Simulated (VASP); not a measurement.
Crystal: BaF2.

```
Ba F
1.0
     0.00000    3.10005    3.10005
     3.10005    0.00000    3.10005
     3.10005    3.10005    0.00000
Ba F
1 2
Direct
  0.00000 0.00000 0.00000
  0.25000 0.25000 0.25000
  0.75000 0.75000 0.75000
```

Base run:

```yaml
Program: VASP 6.6.1
Functional: PBE
Potentials_or_basis: VASP PAW PBE potentials, release 64 (Ba_sv, F)
Cutoff: 600 eV
k_mesh: 6 × 6 × 6
Occupations: gaussian, width 0.05 eV
Spin: no spin polarisation
```

Its results: band gap on the k mesh 6.78 eV, indirect (least direct gap 6.84 eV); pressure 2.3 GPa.

Q: The run is repeated on the same cell with these changes: functional from PBE to revPBE. What comes out?

A: Band gap on the k mesh 7.07 eV, indirect (least direct gap 7.13 eV); pressure 4.4 GPa.

revPBE binds less tightly than PBE, so the same cell stands under more pressure.

Caveats: spin-orbit coupling is left out, which moves the levels of the heavy elements; the PAW data sets were made with another functional, which shifts forces and pressure a little (some runs).

A k mesh can miss the band edges.
